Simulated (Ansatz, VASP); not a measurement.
**AlN: VASP beside Ansatz**

The input INCAR:

```
SYSTEM = AlN
ALGO = Normal
EDIFF = 1E-7
ENCUT = 520
GGA = PE
ISIF = 2
ISMEAR = 0
LASPH = .True.
LCHARG = .True.
LELF = .True.
LREAL = .False.
LVHAR = .True.
LWAVE = .False.
NBANDS = 11
NELM = 80
PREC = Accurate
SIGMA = 0.01
```

KPOINTS

```
k-points
0
Gamma
  8 8 8
  0 0 0
```

File POSCAR:

```
AlN
1.0
    0.0000000000      2.0188684454      2.0188684454
    2.0188684454      0.0000000000      2.0188684454
    2.0188684454      2.0188684454      0.0000000000
Al N
1 1
Direct
    0.0000000000      0.0000000000      0.0000000000
    0.5000000000      0.5000000000      0.5000000000
```

Input for Ansatz:

```yaml
crystal:
  lattice:
    - [0.0, 2.0188684454, 2.0188684454]
    - [2.0188684454, 0.0, 2.0188684454]
    - [2.0188684454, 2.0188684454, 0.0]
  atoms:
    - { symbol: Al, position: [0.0, 0.0, 0.0] }
    - { symbol: "N", position: [0.5, 0.5, 0.5] }
kpoints:
  mp_grid: { grid: [8, 8, 8] }
hamiltonian:
  xc: pbe
scf:
  occupations: { method: fixed }
output:
  optics:
    e_range: [0, 19]
    de: 0.05
    sigma: 0.1
    bands: { spectra_wanted_up_to: 19 }
    scissors: 1.543
```

Alike in both runs: task single point; functional PBE; k mesh 8 × 8 × 8; no spin polarisation.

|  | VASP | Ansatz |
| --- | --- | --- |
| version | VASP 6.6.1 | Ansatz 0.2.0 |
| potentials or method | VASP PAW PBE potentials, release 64 (Al, N) | plane waves, PAW |
| plane-wave cutoff (eV) | 520 | 420 |
| occupations | gaussian, width 0.01 eV | fixed |
| valence electrons in the cell | 8 | 8 |

|  | VASP | Ansatz | Ansatz less VASP |
| --- | --- | --- | --- |
| gap on the k mesh at the Fermi level (eV) | 4.65 | 4.67 | +0.023 |
